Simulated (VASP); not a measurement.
# Mo (Fm-3m) in VASP: a series of runs, part 2 of 2

VASP 6.6.1. The steps go on from the part before.

## 4. Single point, PBEsol

This run uses another cell than the first one, of 15.53 Å³/atom, 0.863 times its volume.

Input file INCAR:

```
SYSTEM = Mo
ALGO     = Normal         ! electronic algorithm
EDIFF    = 1E-6           ! SCF threshold, eV
ENCUT    = 520            ! plane-wave cutoff, eV
GGA      = PS             ! functional
ISIF     = 2              ! what is computed and relaxed
ISMEAR   = 0              ! smearing method
LASPH    = .True.         ! aspherical terms in the spheres
LCHARG   = .False.        ! write CHGCAR
LREAL    = .False.        ! projectors in reciprocal space
LWAVE    = .False.        ! write WAVECAR
NBANDS   = 13             ! bands
NELM     = 100            ! most SCF steps
PREC     = Accurate       ! precision mode
SIGMA    = 0.1            ! smearing width, eV
```

Input file KPOINTS:

```
k-points
0
Gamma
  18 18 18
  0 0 0
```

Input file POSCAR:

```
Mo
1.0
    0.0000000000      1.9803974458      1.9803974458
    1.9803974458      0.0000000000      1.9803974458
    1.9803974458      1.9803974458      0.0000000000
Mo
1
Direct
    0.0000000000      0.0000000000      0.0000000000
```

Potentials or basis: VASP PAW PBE potentials, release 64 (Mo_sv).

On the command line:

```console
cat potpaw_PBE.64/Mo_sv/POTCAR > POTCAR
mpirun -np 1 vasp_std > vasp.out
```

OUTCAR:

```text
SYSTEM = Mo
   EDIFF = 1E-6
   ENCUT = 520
   GGA = PS
   ISIF = 2
   ISMEAR = 0
   LASPH = .True.
   LREAL = .False.
   NELM = 100
   PREC = Accurate

 ion  position               nearest neighbor table
   1  0.000  0.000  0.000-

  LATTYP: Found a face centered cubic cell.
 ALAT       =     3.9607948916

  Lattice vectors:

 A1 = (   0.0000000000,   1.9803974458,   1.9803974458)
 A2 = (   1.9803974458,   0.0000000000,   1.9803974458)
 A3 = (   1.9803974458,   1.9803974458,   0.0000000000)

Analysis of symmetry for initial positions (statically):
[... 33 lines left out ...]
                                     Primitive cell

  volume of cell :      15.5341

  direct lattice vectors                    reciprocal lattice vectors
     0.000000000  1.980397446  1.980397446    -0.252474573  0.252474573  0.252474573
     1.980397446  0.000000000  1.980397446     0.252474573 -0.252474573  0.252474573
     1.980397446  1.980397446  0.000000000     0.252474573  0.252474573 -0.252474573

  length of vectors
     2.800704927  2.800704927  2.800704927     0.437298788  0.437298788  0.437298788

  position of ions in fractional coordinates (direct lattice)
[... 135 lines left out ...]
      1     -48.4752      2.00000
      2     -21.7696      2.00000
      3     -21.7696      2.00000
      4     -21.7696      2.00000
      5       5.2620      2.00000
      6      11.3755      2.00000
      7      11.3755      2.00000
      8      11.3755      2.00000
      9      14.1724      0.00000
     10      14.1724      0.00000
     11      25.2374      0.00000
     12      30.6116      0.00000
     13      30.6116      0.00000
[... 354 lines left out ...]
  band No.  band energies     occupation
      1     -48.3504      2.00000
      2     -22.4801      2.00000
      3     -21.9080      2.00000
      4     -21.8434      2.00000
      5       7.1954      2.00000
      6      10.6061      2.00000
      7      11.7800      2.00000
      8      11.8896      1.99819
      9      13.7760      0.00000
     10      14.7149      0.00000
     11      26.1511      0.00000
     12      28.9001      0.00000
     13      33.5286      0.00000

 [... further k-points ...]

------------------------ aborting loop because EDIFF is reached ----------------------------------------

  FORCE on cell =-STRESS in cart. coord.  units (eV):
  Direction    XX          YY          ZZ          XY          YZ          ZX
  --------------------------------------------------------------------------------------
  -------------------------------------------------------------------------------------
  Total        0.0494554      0.0494554      0.0494554     -0.0000000      0.0000000      0.0000000
  in kB        5.1007875      5.1007875      5.1007875     -0.0000000      0.0000000      0.0000000
  external PRESSURE =       5.1007875 kB  Pullay stress =       0.0000000 kB

 VOLUME and BASIS-vectors are now :
 -----------------------------------------------------------------------------
  energy-cutoff  :      520.00
  volume of cell :       15.53
      direct lattice vectors                 reciprocal lattice vectors
     0.000000000  1.980397446  1.980397446    -0.252474573  0.252474573  0.252474573
     1.980397446  0.000000000  1.980397446     0.252474573 -0.252474573  0.252474573
     1.980397446  1.980397446  0.000000000     0.252474573  0.252474573 -0.252474573

 POSITION                                       TOTAL-FORCE (eV/Angst)
 -----------------------------------------------------------------------------------
      0.00000      0.00000      0.00000         0.000000      0.000000     -0.000000
 -----------------------------------------------------------------------------------
    total drift:                               -0.000000      0.000000     -0.000000

  FREE ENERGIE OF THE ION-ELECTRON SYSTEM (eV)
  ---------------------------------------------------
  free  energy   TOTEN  =       -11.3482809086 eV

  energy  without entropy=      -11.3421917337  energy(sigma->0) =      -11.34523632
```

OSZICAR:

```text
N       E                     dE             d eps       ncg     rms          rms(c)
DAV:   1     0.914048788037E+02    0.91405E+02   -0.80466E+03  5110   0.110E+03
DAV:   2    -0.108464155097E+02   -0.10225E+03   -0.98506E+02  5730   0.310E+02
DAV:   3    -0.120261775448E+02   -0.11798E+01   -0.11752E+01  5680   0.329E+01
DAV:   4    -0.120287822780E+02   -0.26047E-02   -0.26047E-02  5655   0.189E+00
DAV:   5    -0.120287986269E+02   -0.16349E-04   -0.16348E-04  5835   0.133E-01    0.155E+01
DAV:   6    -0.114373216310E+02    0.59148E+00   -0.73883E-01  5225   0.103E+01    0.432E+00
DAV:   7    -0.113536342736E+02    0.83687E-01   -0.14159E-01  5705   0.424E+00    0.798E-01
DAV:   8    -0.113482634141E+02    0.53709E-02   -0.38291E-03  5180   0.770E-01    0.168E-01
DAV:   9    -0.113482719678E+02   -0.85537E-05   -0.81035E-05  6300   0.105E-01    0.779E-02
DAV:  10    -0.113482807293E+02   -0.87615E-05   -0.71478E-06  5245   0.301E-02    0.915E-03
DAV:  11    -0.113482809086E+02   -0.17927E-06   -0.81939E-08  2945   0.275E-03
   1 F= -.11348281E+02 E0= -.11345236E+02  d E =-.608917E-02
```

stdout:

```text
POSCAR found type information on POSCAR Mo
 POSCAR found :  1 types and       1 ions
 scaLAPACK will be used
 -----------------------------------------------------------------------------
|                                                                             |
|                                                                             |
|     You enforced a specific xc type in the INCAR file but a different       |
|     I HOPE YOU KNOW WHAT YOU ARE DOING!                                     |
|                                                                             |
 -----------------------------------------------------------------------------

 LDA part: xc-table for (Slater+PW92), standard interpolation
 POSCAR, INCAR and KPOINTS ok, starting setup
 FFT: planning ... GRIDC
 FFT: planning ... GRID_SOFT
 FFT: planning ... GRID
 WAVECAR not read
 entering main loop
```

Run time: 44 s. Hardware: 1 thread of Intel Xeon 6975P-C, shared host; peak memory 0.17 GiB.

What came out:

```
Free energy            : -11.3483 eV
Pressure               : 0.5 GPa
Band gap on the k mesh : zero (band 7 reaches 16.30 eV, above the bottom of band 8 at 11.38 eV)
```

Caveat: the PAW data sets were made with another functional, which shifts forces and pressure a little.

## 5. Summary

| level | cell | gap on the mesh (eV) | pressure (GPa) |
| --- | --- | --- | --- |
| PBE | a = 2.942 Å, angles 60.0°, 1 atom | none | -21.6 |
| r2SCAN | a = 2.975 Å, angles 60.0°, 1 atom | none | -28.6 |
| PBEsol | a = 2.801 Å, angles 60.0°, 1 atom | none | 0.5 |

Alike in all rows: task single point; potentials or basis VASP PAW PBE potentials, release 64 (Mo_sv); no spin polarisation; k mesh 18 × 18 × 18; cutoff (eV) 520; smearing gaussian 0.1 eV.

Caveats: the PAW data sets were made with another functional, which shifts forces and pressure a little (some runs).

Absolute energies hang on the potentials; compare differences alone.
